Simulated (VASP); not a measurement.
# Nb2MoN3 in VASP: further runs, part 2 of 2

VASP 6.6.1. The steps go on from the part before.

### Step 3. Single point, PBE, collinear spin

This run uses another cell than the first one, of 12.46 Å³/atom.

INCAR

```
ALGO = Normal ; EDIFF = 1E-6
ENCUT = 600 ; GGA = PE
GGA_COMPAT = False ; ISIF = 2
ISMEAR = 0 ; ISPIN = 2
LASPH = True ; LCHARG = False
LMAXMIX = 4 ; LORBIT = 11
LREAL = False ; LWAVE = False
MAGMOM = 0 0 1 0 0 0 ; NBANDS = 40
NELM = 200 ; PREC = Accurate
SIGMA = 0.15
```

KPOINTS

```
k-points
0
Gamma
  3 3 3
```

POSCAR

```
Nb2MoN3
1.0
    4.2011205164      0.0000000000      0.0000000000
    0.0000000000      4.2011205164      0.0000000000
    0.0000000000      0.0000000000      4.2352352467
Nb Mo N
2 1 3
Direct
    0.5000000000      0.0000000000      0.1999899074
    0.0000000000      0.5000000000      0.1999899074
    0.5000000000      0.5000000000     -0.2988231398
    0.5000000000      0.0000000000      0.7005693679
    0.0000000000      0.5000000000      0.7005693679
    0.0000000000      0.0000000000      0.2021105092
```

Potentials or basis: VASP PAW PBE potentials, release 64 (Nb_sv, Mo_sv, N).

The run is started by

```bash
> cat potpaw_PBE.64/Nb_sv/POTCAR potpaw_PBE.64/Mo_sv/POTCAR potpaw_PBE.64/N/POTCAR > POTCAR
> mpirun -np 1 vasp_std > vasp.out
```

Run time: 2.4 min. Hardware: 1 thread of Intel Xeon 8259CL, shared host; peak memory 0.25 GiB.

It converged, with:

```yaml
Free_energy: -59.4745 eV
Pressure: -0.5 GPa
Largest_force: 0.018 eV/Å
Net_moment: 0.00 μB per cell
Valence_electrons_inside_the_program's_atomic_spheres: Nb 10.59; Mo 12.34; N 3.69, 3.73 (each value once)
```

Forces in eV/Å, atoms in the order of the input:
```
Nb   0.000  0.000  0.006
Nb   0.000  0.000  0.006
Mo   0.000  0.000 -0.018
N    0.000  0.000  0.005
N    0.000  0.000  0.005
N    0.000  0.000 -0.003
```

Stress tensor (GPa, compression positive):
```
-0.20  0.00  0.00
 0.00 -0.20  0.00
 0.00  0.00 -1.07
```

Levels at points of the mesh, in eV from the Fermi level:
Spin up:
```tsv
k point	band 25	band 26	band 27	band 28	band 29	band 30	band 31	band 32
(0.00, 0.00, 0.00)	-1.23	-0.46	-0.40	-0.40	0.55	1.53	1.53	2.14
```
Spin down:
| k point | band 26 | band 27 | band 28 | band 29 | band 30 | band 31 |
| --- | --- | --- | --- | --- | --- | --- |
| (0.00, 0.00, 0.00) | -0.46 | -0.40 | -0.40 | 0.55 | 1.53 | 1.53 |

Caveat: the k points lie up to 0.50 Å⁻¹ apart.

### Step 4. Single point, PBE, collinear spin

This run uses another cell than the first one, of 12.69 Å³/atom.

INCAR

```
SYSTEM = Nb2MoN3
  ALGO = Normal
  EDIFF = 1E-6
  ENCUT = 600
  GGA = PE
  GGA_COMPAT = .False.
  ISIF = 2
  ISMEAR = 0
  ISPIN = 2
  LASPH = .True.
  LCHARG = .False.
  LMAXMIX = 4
  LORBIT = 11
  LREAL = .False.
  LWAVE = .False.
  MAGMOM = 0 0 1 0 0 0
  NBANDS = 40
  NELM = 200
  PREC = Accurate
  SIGMA = 0.15
```

KPOINTS

```
k-points
0
Gamma
  3 3 3
  0 0 0
```

POSCAR

```
Nb2MoN3
1.0
    4.2746849838      0.0000000000      0.0000000000
    0.0000000000      4.2746849838      0.0000000000
    0.0000000000      0.0000000000      4.1659862497
Nb Mo N
2 1 3
Direct
    0.5000000000      0.0000000000      0.4878396427
    0.0000000000      0.5000000000      0.4878396427
    0.5000000000      0.5000000000      0.9652523268
    0.0000000000      0.0000000000      0.3114890079
    0.0000000000      0.0000000000      0.6555057127
    0.5000000000      0.5000000000      0.4634698171
```

Potentials or basis: VASP PAW PBE potentials, release 64 (Nb_sv, Mo_sv, N).

The run is started by

```bash
> cat potpaw_PBE.64/Nb_sv/POTCAR potpaw_PBE.64/Mo_sv/POTCAR potpaw_PBE.64/N/POTCAR > POTCAR
> mpirun -np 1 vasp_std > vasp.out
```

OUTCAR:

```text
SYSTEM = Nb2MoN3
   EDIFF = 1E-6
   ENCUT = 600
   GGA = PE
   ISIF = 2
   ISMEAR = 0
   ISPIN = 2
   LASPH = .True.
   LORBIT = 11
   LREAL = .False.
   NELM = 200
   PREC = Accurate

 ion  position               nearest neighbor table
   1  0.500  0.000  0.488-   6 2.14   6 2.14   5 2.25   5 2.25   4 2.26   4 2.26   3 2.92   3 2.92
                             2 3.02   2 3.02   2 3.02   2 3.02   3 3.05   3 3.05
   2  0.000  0.500  0.488-   6 2.14   6 2.14   5 2.25   5 2.25   4 2.26   4 2.26   3 2.92   3 2.92
                             1 3.02   1 3.02   1 3.02   1 3.02   3 3.05   3 3.05
   3  0.500  0.500  0.965-   6 2.08   6 2.09   1 2.92   2 2.92   1 2.92   2 2.92   1 3.05   1 3.05
                             2 3.05   2 3.05
   4  0.000  0.000  0.311-   5 1.43   2 2.26   1 2.26   2 2.26   1 2.26
   5  0.000  0.000  0.656-   4 1.43   2 2.25   1 2.25   2 2.25   1 2.25
   6  0.500  0.500  0.463-   3 2.08   3 2.09   2 2.14   1 2.14   1 2.14   2 2.14

  LATTYP: Found a simple tetragonal cell.
 ALAT       =     4.2746849838
 C/A-ratio  =     0.9745715218

  Lattice vectors:

 A1 = (   4.2746849838,   0.0000000000,   0.0000000000)
 A2 = (   0.0000000000,   4.2746849838,   0.0000000000)
 A3 = (   0.0000000000,   0.0000000000,   4.1659862497)

[... 701 lines left out ...]
  Total       -0.1980185     -0.1980185     -0.1845057      0.0000000     -0.0000000      0.0000000
  in kB       -4.1676403     -4.1676403     -3.8832415      0.0000000     -0.0000000      0.0000000
  external PRESSURE =      -4.0728407 kB  Pullay stress =       0.0000000 kB

 VOLUME and BASIS-vectors are now :
 -----------------------------------------------------------------------------
  energy-cutoff  :      600.00
  volume of cell :       76.12
      direct lattice vectors                 reciprocal lattice vectors
     4.274684984  0.000000000  0.000000000     0.233935367  0.000000000  0.000000000
     0.000000000  4.274684984  0.000000000     0.000000000  0.233935367  0.000000000
     0.000000000  0.000000000  4.165986250     0.000000000  0.000000000  0.240039198

 POSITION                                       TOTAL-FORCE (eV/Angst)
 -----------------------------------------------------------------------------------
      2.13734      0.00000      2.03233        -0.000000     -0.000000      0.021256
      0.00000      2.13734      2.03233        -0.000000     -0.000000      0.021256
      2.13734      2.13734      4.02123        -0.000000     -0.000000      0.018506
      0.00000      0.00000      1.29766        -0.000000     -0.000000     -0.143447
      0.00000      0.00000      2.73083         0.000000     -0.000000      0.148548
      2.13734      2.13734      1.93081        -0.000000      0.000000     -0.066119
 -----------------------------------------------------------------------------------
    total drift:                                0.000000     -0.000000     -0.000085

  FREE ENERGIE OF THE ION-ELECTRON SYSTEM (eV)
  ---------------------------------------------------
  free  energy   TOTEN  =       -55.7470761227 eV

  energy  without entropy=      -55.7063342673  energy(sigma->0) =      -55.72670520

 total charge

# of ion       s       p       d       tot
------------------------------------------
    1        2.151   6.041   2.429  10.621
    2        2.151   6.041   2.429  10.621
    3        2.314   6.113   3.973  12.400
    4        1.281   2.403   0.000   3.684
    5        1.282   2.406   0.000   3.688
    6        1.241   2.562   0.000   3.804
--------------------------------------------------
tot         10.420  25.567   8.830  44.817

 magnetization (x)

# of ion       s       p       d       tot
------------------------------------------
    1       -0.002   0.002  -0.046  -0.046
    2       -0.002   0.002  -0.046  -0.046
    3        0.014   0.003   0.485   0.501
    4        0.003  -0.002   0.000   0.001
    5        0.004   0.001   0.000   0.005
    6       -0.000   0.002   0.000   0.001
--------------------------------------------------
tot          0.017   0.006   0.392   0.416
```

OSZICAR:

```text
N       E                     dE             d eps       ncg     rms          rms(c)
DAV:   1     0.684830040923E+03    0.68483E+03   -0.33393E+04   960   0.159E+03
DAV:   2    -0.110755048293E+02   -0.69591E+03   -0.67051E+03  1112   0.561E+02
DAV:   3    -0.607297131029E+02   -0.49654E+02   -0.48089E+02  1560   0.130E+02
[... 12 lines left out ...]
DAV:  16    -0.557470527495E+02   -0.99660E-05   -0.40902E-05  1144   0.155E-02    0.122E-02
DAV:  17    -0.557470607858E+02   -0.80363E-05   -0.37460E-05  1168   0.134E-02    0.989E-03
DAV:  18    -0.557470708307E+02   -0.10045E-04   -0.11394E-04  1176   0.217E-02    0.645E-03
DAV:  19    -0.557470753015E+02   -0.44708E-05   -0.88955E-05  1240   0.196E-02    0.292E-03
DAV:  20    -0.557470759770E+02   -0.67555E-06   -0.10827E-05  1056   0.843E-03    0.142E-03
DAV:  21    -0.557470761227E+02   -0.14569E-06   -0.13124E-06   688   0.469E-03
   1 F= -.55747076E+02 E0= -.55726705E+02  d E =-.407419E-01  mag=     0.4713
```

Wall time 2.8 min (1 thread of Intel Xeon 8259CL, shared host); peak memory 0.25 GiB.

Results:

```
Free energy                                           : -55.7471 eV
Pressure                                              : -0.4 GPa
Largest force                                         : 0.149 eV/Å
Net moment                                            : 0.47 μB per cell
Site moments                                          : Nb -0.05; Mo +0.50; N +0.00, +0.01 (each value once) μB
Valence electrons inside the program's atomic spheres : Nb 10.62; Mo 12.40; N 3.68, 3.69, 3.80
```

Forces on the atoms (eV/Å):
```
Nb   0.000  0.000  0.021
Nb   0.000  0.000  0.021
Mo   0.000  0.000  0.019
N    0.000  0.000 -0.143
N    0.000  0.000  0.149
N    0.000  0.000 -0.066
```

Caveat: the k points lie up to 0.50 Å⁻¹ apart.

### Step 5. The runs side by side

```tsv
cell	k mesh	gap on the mesh (eV)	pressure (GPa)	moment (μB)	largest force (eV/Å)
a = 3.513, b = 3.513, c = 5.834 Å, 6 atoms, atomic positions A	3 × 3 × 2	none	-0.3	0.00	-
a = 4.201, b = 4.201, c = 4.235 Å, 6 atoms, atomic positions B	3 × 3 × 3	none	-0.5	0.00	0.02
a = 4.275, b = 4.275, c = 4.166 Å, 6 atoms, atomic positions C	3 × 3 × 3	none	-0.4	0.47	0.15
```

Alike in all rows: task single point; level PBE; potentials or basis VASP PAW PBE potentials, release 64 (Nb_sv, Mo_sv, N); spin collinear; cutoff (eV) 600; smearing gaussian 0.15 eV.

Caveats: all runs use coarse meshes.

Absolute energies hang on the potentials; compare differences alone.
